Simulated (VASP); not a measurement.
## SrTiO3: single point with PBE

The system is SrTiO3.

```
CELL_PARAMETERS angstrom
3.93096 0.00000 0.00000
0.00000 3.93096 0.00000
0.00000 0.00000 3.93096
ATOMIC_POSITIONS crystal
Sr 0.50000 0.50000 0.50000
Ti 0.00000 0.00000 0.00000
O 0.50000 0.00000 0.00000
O 0.00000 0.50000 0.00000
O 0.00000 0.00000 0.50000
```

* Program: VASP 6.6.1
* Task: single point
* Functional: PBE
* Potentials or basis: VASP PAW PBE potentials, release 64 (Sr_sv, Ti_sv, O)
* Cutoff: 520 eV
* k mesh: 8 × 8 × 8
* Occupations: gaussian, width 0.02 eV
* Spin: no spin polarisation
* Dipole correction: no
* Further INCAR settings: ALGO = Normal; EDIFF = 1e-06; NBANDS = 28

```json
{
  "Pressure": "1.3 GPa",
  "Band gap on the k mesh": "1.82 eV (least direct gap 2.19 eV)"
}
```

Levels at points of the mesh, in eV from the valence-band top:
```
           k point  band 17  band 18  band 19  band 20  band 21  band 22  band 23  band 24
(0.00, 0.00, 0.00)    -1.14    -0.37    -0.37    -0.37     1.82     1.82     1.82     4.17
(0.50, 0.00, 0.00)    -2.30    -1.93    -0.73    -0.73     1.98     3.68     3.68     4.18
(0.50, 0.50, 0.00)    -1.74    -1.55    -1.55    -0.09     3.68     3.68     4.13     5.12
(0.50, 0.50, 0.50)    -3.68     0.00     0.00     0.00     4.34     4.34     4.34     6.87
```

Run time: 42 s on 1 thread of AMD EPYC 9R45 96-Core Processor (Zen 5), on a shared host, peak memory 0.18 GiB.

A k mesh can miss the band edges.
